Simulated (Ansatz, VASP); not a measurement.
## Two plane-wave programs on Mn

INCAR

```
SYSTEM = Mn
ALGO = Normal ; EDIFF = 1E-6
ENCUT = 520 ; ISIF = 2
ISMEAR = -1 ; LASPH = .True.
LCHARG = .False. ; LREAL = .False.
LWAVE = .False. ; NBANDS = 26
NELM = 80 ; PREC = Accurate
SIGMA = 0.1
```

File KPOINTS:

```
k-points
0
Gamma
  11 11 15
  0 0 0
```

POSCAR

```
Mn
1.0
    3.7667460524      0.0000000000      0.0000000000
   -1.8833730262      3.2620977710      0.0000000000
    0.0000000000      0.0000000000      2.3699843779
Mn
3
Direct
    1.0000000000      1.0000000000      0.0000000000
    0.3333333333      0.6666666667      0.5000000000
    0.6666666667      0.3333333333      0.5000000000
```

Input for Ansatz:

```yaml
crystal:
  lattice:
    - [3.7667460524, 0.0, 0.0]
    - [-1.8833730262, 3.262097771, 0.0]
    - [0.0, 0.0, 2.3699843779]
  atoms:
    - { symbol: Mn, position: [1.0, 1.0, 0.0] }
    - { symbol: Mn, position: [0.3333333333, 0.6666666667, 0.5] }
    - { symbol: Mn, position: [0.6666666667, 0.3333333333, 0.5] }
hamiltonian:
  xc: lda
  pseudopotentials:
    kind: paw
    azcp:
      Mn: "pseudopotentials/Mn.paw.azcp"
basis:
  ecutwfc: 420
  fft_grid_basis: typed
kpoints:
  mp_grid: { grid: [11, 11, 15], shift: [0, 0, 0] }
magnetization:
  spin_polarized: false
scf:
  occupations: { method: fermi_dirac, width: 0.1 }
  lower_state_search: "off"
output:
  stress: true
```

Alike in both runs: task single point; functional LDA; k mesh 11 × 11 × 15; occupations fermi-dirac, width 0.1 eV; no spin polarisation.

|  | VASP | Ansatz |
| --- | --- | --- |
| version | VASP 6.6.1 | Ansatz 0.2.0 |
| potentials or method | VASP PAW LDA potentials, release 64 (Mn_pv), cutoff 520 eV | plane waves (420 eV) with PAW, scalar-relativistic |
| valence electrons in the cell | 39 | 45 |

VASP gave:

```
pressure (GPa)                                                : 15.3
traceless stress, the component that is largest in VASP (GPa) : -1.08
```

**Question.** Estimate Ansatz's values.

**Answer.** Pressure (GPa): 14.3; traceless stress, the component that is largest in VASP (GPa): -0.76.

Ansatz warns that its potentials were made for another functional, while VASP's fit it. LDA's correlation is that of Perdew and Zunger in VASP and of Perdew and Wang (1992) in Ansatz. VASP's potentials hold 39 valence electrons a cell and Ansatz's 45, so a difference there can come from the potentials and not from the codes.
